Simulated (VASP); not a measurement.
Runs of VASP 6.6.1 on HfN. The structure is that of space group Fm-3m (No. 225), or close to it. The cells are those of the table. 

```tsv
task	cell	gap on the mesh (eV)	pressure (GPa)
relaxation of cell and atoms	relaxed from a = 3.246 Å, angles 60.0°, 2 atoms	none	-0.1
single point	a = 3.163 Å, angles 60.0°, 2 atoms	none	(a)
single point	a = 3.147 Å, angles 60.0°, 2 atoms	none	8.5
relaxation of cell and atoms	relaxed to 5 GPa from a = 3.246 Å, angles 60.0°, 2 atoms	none	5.0
relaxation of cell and atoms	relaxed to 20 GPa from a = 3.246 Å, angles 60.0°, 2 atoms	none	20.0
```

Alike in all rows: level PBEsol; potentials or basis VASP PAW PBE potentials, release 64 (Hf_pv, N); no spin polarisation; k mesh 7 × 7 × 7; cutoff (eV) 600; smearing fermi-dirac 0.1 eV.

Estimate the missing entries.

(a) 3.5.

Caveats: the PAW data sets were made with another functional, which shifts forces and pressure a little; spin-orbit coupling is left out, which moves the levels of the heavy elements; the cell stands under pressure (at least some runs); the cell is relaxed towards a set pressure, so the run minimises the enthalpy, not the energy (at least some runs).

A k mesh can miss the band edges, and the runs leave out spin-orbit coupling on Hf.

A gap of «none» marks levels without a gap at the run's occupations.
